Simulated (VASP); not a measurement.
# TaC (Fm-3m) in VASP: further runs

Runs on TaC. Level: LDA. Tasks: single point.

All numbers are computed with VASP 6.6.1; they aren't measurements. Logs are shortened: lines on timing, memory, paths and dates and some standing lists are left out, and cuts for length are marked.

### 1 The cell of the first run

The structure is cubic, space group Fm-3m (No. 225). The conventional cell has a = 4.355 Å, b = 4.355 Å, c = 4.355 Å, α = 90.00°, β = 90.00°, γ = 90.00°. Ta (site symmetry m-3m) has 6 C at 2.18 Å within 2.9 Å. Within 2.9 Å of C (site symmetry m-3m) lie 6 Ta at 2.18 Å.

### 2 Single point, LDA

The input, INCAR:

```
  PREC = Accurate
  ENCUT = 600
  EDIFF = 1E-6
  ISMEAR = 1
  SIGMA = 0.15
  LREAL = False
  LASPH = True
  NELM = 120
  ALGO = Normal
  ISIF = 2
  LWAVE = False
  LCHARG = True
  LELF = True
  LVHAR = True
  NBANDS = 14
  GGA_COMPAT = False
```

The input, KPOINTS:

```
regular mesh
0
Gamma
  11 11 11
```

The input, POSCAR:

```
TaC
1.0
    0.0000000000      2.1776199197      2.1776199197
    2.1776199197      0.0000000000      2.1776199197
    2.1776199197      2.1776199197      0.0000000000
Ta C
1 1
Direct
    0.0000000000      0.0000000000      0.0000000000
    0.5000000000      0.5000000000      0.5000000000
```

Potentials or basis: VASP PAW LDA potentials, release 64 (Ta_pv, C).

Launch:

```sh
$ cat potpaw_LDA.64/Ta_pv/POTCAR potpaw_LDA.64/C/POTCAR > POTCAR
$ mpirun -np 1 vasp_std > vasp.out
```

OUTCAR:

```text
PREC = Accurate
   ENCUT = 600
   EDIFF = 1E-6
   ISMEAR = 1
   LREAL = False
   LASPH = True
   NELM = 120
   ISIF = 2

 ion  position               nearest neighbor table
   1  0.000  0.000  0.000-   2 2.18   2 2.18   2 2.18   2 2.18   2 2.18   2 2.18
   2  0.500  0.500  0.500-   1 2.18   1 2.18   1 2.18   1 2.18   1 2.18   1 2.18

  LATTYP: Found a face centered cubic cell.
 ALAT       =     4.3552398394

  Lattice vectors:

 A1 = (   0.0000000000,   2.1776199197,   2.1776199197)
 A2 = (   2.1776199197,   0.0000000000,   2.1776199197)
 A3 = (   2.1776199197,   2.1776199197,   0.0000000000)

Analysis of symmetry for initial positions (statically):
=====================================================================
 Subroutine PRICEL returns:
 Original cell was already a primitive cell.

 Routine SETGRP: Setting up the symmetry group for a
 face centered cubic supercell.

 Subroutine GETGRP returns: Found 48 space group operations
 (whereof 48 operations were pure point group operations)
 out of a pool of 48 trial point group operations.

The static configuration has the point symmetry O_h .

Analysis of symmetry for dynamics (positions and initial velocities):
=====================================================================
 Subroutine PRICEL returns:
 Original cell was already a primitive cell.

 Routine SETGRP: Setting up the symmetry group for a
 face centered cubic supercell.

 Subroutine GETGRP returns: Found 48 space group operations
 (whereof 48 operations were pure point group operations)
 out of a pool of 48 trial point group operations.

The dynamic configuration has the point symmetry O_h .

 Subroutine INISYM returns: Found 48 space group operations
 (whereof 48 operations are pure point group operations),
 and found     1 'primitive' translations

----------------------------------------------------------------------------------------

                                     Primitive cell

  volume of cell :      20.6527

  direct lattice vectors                    reciprocal lattice vectors
     0.000000000  2.177619920  2.177619920    -0.229608480  0.229608480  0.229608480
     2.177619920  0.000000000  2.177619920     0.229608480 -0.229608480  0.229608480
     2.177619920  2.177619920  0.000000000     0.229608480  0.229608480 -0.229608480

  length of vectors
     3.079619624  3.079619624  3.079619624     0.397693553  0.397693553  0.397693553

  position of ions in fractional coordinates (direct lattice)
     0.000000000  0.000000000  0.000000000
     0.500000000  0.500000000  0.500000000

[... 82 lines left out ...]
   ISIF   =      2    stress and relaxation
   ISYM   =      2    0-nonsym 1-usesym 2-fastsym
   POTIM  = 0.5000    time-step for ionic-motion
   TEBEG  =    0.0;   TEEND  =   0.0 temperature during run
   PSTRESS=    0.0 pullay stress
   NELECT =      15.0000    total number of electrons
   NUPDOWN=      -1.0000    fix difference up-down
   EMIN   =  10.00;   EMAX   =-10.00  energy-range for DOS
   EFERMI =   0.00;   METHOD = LEGACY
   ISMEAR =     1;   SIGMA  =   0.15  broadening in eV -4-tet -1-fermi 0-gaus
   EFERMI_NEDOS =   21; number of points for ismear=-14 and -15
   IALGO  =     38    algorithm
   IMIX   =      4    mixing-type and parameters
     AMIX     =   0.40;   BMIX     =  1.00
     AMIX_MAG =   1.60;   BMIX_MAG =  1.00
  volume/ion in A,a.u.               =      10.33        69.69
  Fermi-wavevector in a.u.,A,eV,Ry     =   1.471566  2.780857 29.463517  2.165507
  Thomas-Fermi vector in A             =   2.586687
   LORBIT       =      0    0 simple, 1 ext, 2 COOP (PROOUT), +10 PAW based schemes
   GGA     = CA    functional components
   LHFCALC =     F    Hartree Fock is set to
   AEXX    =    0.0000 exact exchange contribution
   IVDW    =     0    specifies the selected vdW correction
   LEPSILON=     F    determine dielectric tensor
   LRPA    =     F    only Hartree local field effects (RPA)
 non-spin polarized calculation
 Methfessel and Paxton  Order N= 1 SIGMA  =   0.15
  energy-cutoff  :      600.00
  volume of cell :       20.65
 maximum number of plane-waves:       701
 NGX is ok and might be reduce to    28
   NGX = 13   NGY = 13   NGZ = 13

 number of electron      15.0000001 magnetization

 Free energy of the ion-electron system (eV)
  ---------------------------------------------------
  ext. energy  EPLUGINS =         0.00000000
  ---------------------------------------------------
  free energy    TOTEN  =       -24.23829542 eV

  energy without entropy =      -24.23794525  energy(sigma->0) =      -24.23817870

 E-fermi :   9.1455     XC(G=0): -13.7334

 val. band max:        9.1329291212   @ k =   0.0909   0.0000   0.0000
 cond. band min:       9.1560253018   @ k =  -0.0909   0.0909   0.0000
 fundamental gap:      0.0230961806
 Fermi energy:         9.1455075413

 k-point     1 :       0.0000    0.0000    0.0000
  band No.  band energies     occupation
      1     -25.6265      2.00000
      2     -25.6265      2.00000
      3     -25.6265      2.00000
      4      -6.0754      2.00000
      5       7.5238      2.00000
      6       7.5238      2.00000
      7       7.5238      2.00000
      8       8.5422      2.00000
      9       8.5422      2.00000
     10       8.5422      2.00000
     11       9.7269     -0.00000
     12       9.7269     -0.00000
     13      16.6041      0.00000
     14      19.2132      0.00000
[... 377 lines left out ...]
      1     -26.1509      2.00000
      2     -25.8364      2.00000
      3     -25.6670      2.00000
      4      -3.7383      2.00000
      5       2.8647      2.00000
      6       4.0910      2.00000
      7       4.5360      2.00000
      8       9.0001      2.04334
      9      11.2134     -0.00000
     10      11.4214     -0.00000
     11      13.2284      0.00000
     12      17.7622      0.00000
     13      18.7340      0.00000
     14      21.2946      0.00000

 [... further k-points ...]
[... 5 lines left out ...]
  --------------------------------------------------------------------------------------
  -------------------------------------------------------------------------------------
  Total        2.2772729      2.2772729      2.2772729      0.0000000      0.0000000      0.0000000
  in kB      176.6645518    176.6645518    176.6645518      0.0000000      0.0000000      0.0000000
  external PRESSURE =     176.6645518 kB  Pullay stress =       0.0000000 kB

 VOLUME and BASIS-vectors are now :
 -----------------------------------------------------------------------------
  energy-cutoff  :      600.00
  volume of cell :       20.65
      direct lattice vectors                 reciprocal lattice vectors
     0.000000000  2.177619920  2.177619920    -0.229608480  0.229608480  0.229608480
     2.177619920  0.000000000  2.177619920     0.229608480 -0.229608480  0.229608480
     2.177619920  2.177619920  0.000000000     0.229608480  0.229608480 -0.229608480

 POSITION                                       TOTAL-FORCE (eV/Angst)
 -----------------------------------------------------------------------------------
      0.00000      0.00000      0.00000        -0.000000      0.000000     -0.000000
      2.17762      2.17762      2.17762         0.000000     -0.000000      0.000000
 -----------------------------------------------------------------------------------
    total drift:                                0.000000      0.000000      0.000000

  FREE ENERGIE OF THE ION-ELECTRON SYSTEM (eV)
  ---------------------------------------------------
  free  energy   TOTEN  =       -24.2382954234 eV

  energy  without entropy=      -24.2379452472  energy(sigma->0) =      -24.23817870
```

Run time: 18 s. Hardware: 1 thread of Intel Xeon Platinum 8559C (Emerald Rapids), shared host; peak memory 0.16 GiB.

Results:

- Free energy: -24.2383 eV
- Pressure: 17.7 GPa

Caveat: spin-orbit coupling is left out, which moves the levels of the heavy elements.

### 3 Single point, LDA

This run uses another cell than the first one, of 10.55 Å³/atom, 1.021 times its volume.

The input, INCAR:

```
SYSTEM = TaC
  PREC = Accurate
  ENCUT = 600
  EDIFF = 1E-6
  ISMEAR = 1
  SIGMA = 0.15
  LREAL = .False.
  LASPH = .True.
  NELM = 120
  ALGO = Normal
  ISIF = 2
  LWAVE = .False.
  LCHARG = .True.
  GGA = CA
  LELF = .True.
  LVHAR = .True.
  NBANDS = 14
  GGA_COMPAT = .False.
```

The input, KPOINTS:

```
Automatic mesh
0
Gamma
  11 11 11
  0 0 0
```

The input, POSCAR:

```
TaC
1.0
    0.0000000000      2.1929557765      2.1929557765
    2.1929557765      0.0000000000      2.1929557765
    2.1929557765      2.1929557765      0.0000000000
Ta C
1 1
Direct
    0.0000000000      0.0000000000      0.0000000000
    0.5000000000      0.5000000000      0.5000000000
```

Potentials or basis: VASP PAW LDA potentials, release 64 (Ta_pv, C).

Launch:

```sh
$ cat potpaw_LDA.64/Ta_pv/POTCAR potpaw_LDA.64/C/POTCAR > POTCAR
$ mpirun -np 1 vasp_std > vasp.out
```

Run time: 20 s. Hardware: 1 thread of Intel Xeon Platinum 8559C (Emerald Rapids), shared host; peak memory 0.16 GiB.

It converged, with:

| Quantity | Value |
| --- | --- |
| Free energy | -24.2752 eV |
| Pressure | 9.0 GPa |

Levels at points of the mesh, in eV from the Fermi level:
```csv
k point,band 5,band 6,band 7,band 8,band 9,band 10,band 11,band 12
"(0.00, 0.00, 0.00)",-1.57,-1.57,-1.57,-0.59,-0.59,-0.59,0.56,0.56
```

Caveat: spin-orbit coupling is left out, which moves the levels of the heavy elements.

### 4 Single point, LDA

This run uses another cell than the first one, of 10.77 Å³/atom, 1.043 times its volume.

The input, INCAR:

```
PREC     = Accurate       # precision mode
ENCUT    = 600            # plane-wave cutoff, eV
EDIFF    = 1E-6           # SCF threshold, eV
ISMEAR   = 1              # smearing method
SIGMA    = 0.15           # smearing width, eV
LREAL    = F              # projectors in reciprocal space
LASPH    = T              # aspherical terms in the spheres
NELM     = 120            # most SCF steps
ALGO     = Normal         # electronic algorithm
ISIF     = 2              # what is computed and relaxed
LWAVE    = F              # write WAVECAR
LCHARG   = F              # write CHGCAR
NBANDS   = 14             # bands
GGA_COMPAT= F
```

The input, KPOINTS:

```
regular mesh
0
Gamma
  11 11 11
```

The input, POSCAR:

```
TaC
1.0
    0.0000000000      2.2080800874      2.2080800874
    2.2080800874      0.0000000000      2.2080800874
    2.2080800874      2.2080800874      0.0000000000
Ta C
1 1
Direct
    0.0000000000      0.0000000000      0.0000000000
    0.5000000000      0.5000000000      0.5000000000
```

Launch:

```sh
$ cat potpaw_LDA.64/Ta_pv/POTCAR potpaw_LDA.64/C/POTCAR > POTCAR
$ mpirun -np 1 vasp_std > vasp.out
```

Run time: 16 s. Hardware: 1 thread of Intel Xeon Platinum 8559C (Emerald Rapids), shared host; peak memory 0.16 GiB.

Results (log left out):

```
Free energy : -24.2894 eV
Pressure    : 1.1 GPa
```

Levels at points of the mesh, in eV from the Fermi level:
```
           k point  band 5  band 6  band 7  band 8  band 9  band 10  band 11  band 12
(0.00, 0.00, 0.00)   -1.53   -1.53   -1.53   -0.57   -0.57    -0.57     0.54     0.54
```

Caveat: spin-orbit coupling is left out, which moves the levels of the heavy elements.

### 5 The runs side by side

| cell | gap on the mesh (eV) | pressure (GPa) |
| --- | --- | --- |
| a = 3.080 Å, angles 60.0°, 2 atoms | none | 17.7 |
| a = 3.101 Å, angles 60.0°, 2 atoms | none | 9.0 |
| a = 3.123 Å, angles 60.0°, 2 atoms | none | 1.1 |

Alike in all rows: task single point; level LDA; potentials or basis VASP PAW LDA potentials, release 64 (Ta_pv, C); no spin polarisation; k mesh 11 × 11 × 11; cutoff (eV) 600; smearing methfessel-paxton 0.15 eV.

Caveats: spin-orbit coupling is left out, which moves the levels of the heavy elements.

Total energies depend on the potentials used, so only differences within one code and one set of settings carry meaning.
